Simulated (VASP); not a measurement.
Write the native input for VASP 6.6.1 that does the following.

| Item | Value |
| --- | --- |
| Task | single point |
| Functional | PBEsol |
| Dispersion | D3(BJ) |
| Potentials or basis | VASP PAW PBE potentials, release 64 (Li_sv) |
| Cutoff | 520 eV |
| k mesh | 5 × 5 × 5 |
| Occupations | fermi-dirac, width 0.1 eV |
| Spin | no spin polarisation |
| Dipole correction | no |
| Further INCAR settings | ALGO = Normal; EDIFF = 1e-06; NBANDS = 8 |

The structure of Li lies in POSCAR:

```
Li
1.0
    0.0000000000      2.0902139657      2.0902139657
    2.0902139657      0.0000000000      2.0902139657
    2.0902139657      2.0902139657      0.0000000000
Li
1
Direct
    0.0000000000      0.0000000000      0.0000000000
```

One way to write it, as run:

INCAR

```
PREC     = Accurate       # precision mode
ENCUT    = 520            # plane-wave cutoff, eV
EDIFF    = 1E-6           # SCF threshold, eV
ISMEAR   = -1             # smearing method
SIGMA    = 0.1            # smearing width, eV
LREAL    = False          # projectors in reciprocal space
LASPH    = True           # aspherical terms in the spheres
NELM     = 80             # most SCF steps
ALGO     = Normal         # electronic algorithm
ISIF     = 2              # what is computed and relaxed
LWAVE    = False          # write WAVECAR
LCHARG   = True           # write CHGCAR
GGA      = PS             # functional
IVDW     = 12             # dispersion correction
LELF     = True           # ELF
LVHAR    = True         
NBANDS   = 8              # bands
```

KPOINTS

```
regular mesh
0
Gamma
  5 5 5
```

Potentials or basis: VASP PAW PBE potentials, release 64 (Li_sv).

Run with:

```bash
$ cat potpaw_PBE.64/Li_sv/POTCAR > POTCAR
$ mpirun -np 1 vasp_std > vasp.out
```

Results of the run:

```
Dispersion energy per atom : -0.166 eV
```

Caveat: the k points lie up to 0.52 Å⁻¹ apart.

It took 1.5 s on 1 thread of AMD EPYC 9R45 96-Core Processor (Zen 5) (shared host), peak memory 0.1 GiB.
